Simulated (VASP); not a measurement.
A run of VASP 6.6.1:

INCAR

```
SYSTEM = Hg
PREC = Accurate
ENCUT = 500
EDIFF = 1E-7
ISMEAR = -1
SIGMA = 0.1
LREAL = .False.
LASPH = .True.
NELM = 120
ALGO = Normal
ISIF = 3
LWAVE = .False.
LCHARG = .False.
GGA = PS
IBRION = 2
NSW = 80
EDIFFG = -0.01
GGA_COMPAT = .False.
NELMIN = 4
```

KPOINTS

```
regular mesh
0
Gamma
  12 12 12
  0 0 0
```

File POSCAR:

```
Hg
1.0
   -1.7934065524      1.7934065524      1.7934065524
    1.7934065524     -1.7934065524      1.7934065524
    1.7934065524      1.7934065524     -1.7934065524
Hg
1
Direct
    0.0000000000      0.0000000000      0.0000000000
```

Potentials or basis: VASP PAW PBE potentials, release 64 (Hg).

The run is started by

```console
$ cat potpaw_PBE.64/Hg/POTCAR > POTCAR
$ mpirun -np 1 vasp_std > vasp.out
```

Hardware: 1 thread of AMD EPYC 7R43 64-Core Processor (Zen 3), with other jobs on the host.

Problem. How long does it take, and how much memory?

Solution. It took 33 s on 1 thread of AMD EPYC 7R43 64-Core Processor (Zen 3), with other jobs on the host, peak memory 0.12 GiB. Counts: scf iterations 25, k points 72, ion steps 3.
